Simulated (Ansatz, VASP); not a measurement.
**Two plane-wave programs on GaN**

The input INCAR:

```
PREC     = Accurate       # precision mode
ENCUT    = 520            # plane-wave cutoff, eV
EDIFF    = 1E-6           # SCF threshold, eV
ISMEAR   = -1             # smearing method
SIGMA    = 0.05           # smearing width, eV
LREAL    = F              # projectors in reciprocal space
LASPH    = T              # aspherical terms in the spheres
NELM     = 80             # most SCF steps
ALGO     = Normal         # electronic algorithm
ISIF     = 2              # what is computed and relaxed
LWAVE    = F              # write WAVECAR
LCHARG   = T              # write CHGCAR
GGA      = B5             # functional
ALDAX    = 1.0          
AGGAX    = 1.0          
AGGAC    = 1.0          
ALDAC    = 0.0          
LELF     = T              # ELF
LVHAR    = T            
NBANDS   = 16             # bands
```

KPOINTS

```
Automatic mesh
0
Gamma
  10 10 10
```

The input POSCAR:

```
GaN
1.0
    0.0000000000      2.2383759866      2.2383759866
    2.2383759866      0.0000000000      2.2383759866
    2.2383759866      2.2383759866      0.0000000000
Ga N
1 1
Direct
    0.0000000000      0.0000000000      0.0000000000
    0.2500000000      0.2500000000      0.2500000000
```

The input input.yaml:

```yaml
crystal:
  lattice:
    - [0.0, 2.2383759866, 2.2383759866]
    - [2.2383759866, 0.0, 2.2383759866]
    - [2.2383759866, 2.2383759866, 0.0]
  atoms:
    - { symbol: Ga, position: [0.0, 0.0, 0.0] }
    - { symbol: "N", position: [0.25, 0.25, 0.25] }
hamiltonian:
  xc: blyp
  pseudopotentials: { kind: paw }
kpoints:
  mp_grid: { grid: [10, 10, 10] }
scf:
  occupations: { method: fermi_dirac, width: 0.05 }
output:
  forces: true
  stress: true
  eigenvalues: true
```

Alike in both runs: task single point; functional BLYP; k mesh 10 × 10 × 10; occupations fermi-dirac, width 0.05 eV; no spin polarisation.

```csv
,VASP,Ansatz
version,VASP 6.6.1,Ansatz 0.2.0
potentials or method,"VASP PAW PBE potentials, release 64 (Ga_d, N)",Ansatz PAW
plane-wave cutoff (eV),520,420
valence electrons in the cell,18,18
```

```csv
,VASP,Ansatz,Ansatz less VASP
gap on the k mesh at the Fermi level (eV),1.95,1.96,+0.010
least direct gap on the mesh (eV),1.95,1.96,+0.010
pressure (GPa),16.4,14.9,-1.58
```

VASP's potentials were made for PBE, not for BLYP.
